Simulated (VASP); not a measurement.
Crystal: SiC.

```xyz
4
Lattice="3.0758 0.0000 0.0000 -1.5379 2.6637 0.0000 0.0000 0.0000 5.0475" Properties=species:S:1:pos:R:3 pbc="T T T"
Si    0.0000    1.7758    0.0232
Si    1.5379    0.8879    2.5470
C     0.0000    1.7758    1.9201
C     1.5379    0.8879    4.4439
```

Base run:

```yaml
Program: VASP 6.6.1
Functional: PBEsol
Potentials_or_basis: VASP PAW PBE potentials, release 64 (Si, C)
Cutoff: 520 eV
k_mesh: 8 × 8 × 6
Occupations: gaussian, width 0.01 eV
Spin: no spin polarisation
```

Its results: band gap on the k mesh 2.37 eV, indirect (least direct gap 3.85 eV); pressure 0.4 GPa.

The run is repeated on the same cell with these changes: k mesh from 8 × 8 × 6 to 14 × 14 × 8; occupations from gaussian, width 0.01 eV to fermi-dirac, width 0.1 eV. What comes out?

Band gap on the k mesh 2.20 eV, indirect (least direct gap 3.85 eV); pressure 0.4 GPa.

Caveats: the PAW data sets were made with another functional, which shifts forces and pressure a little.

A k mesh can miss the band edges.
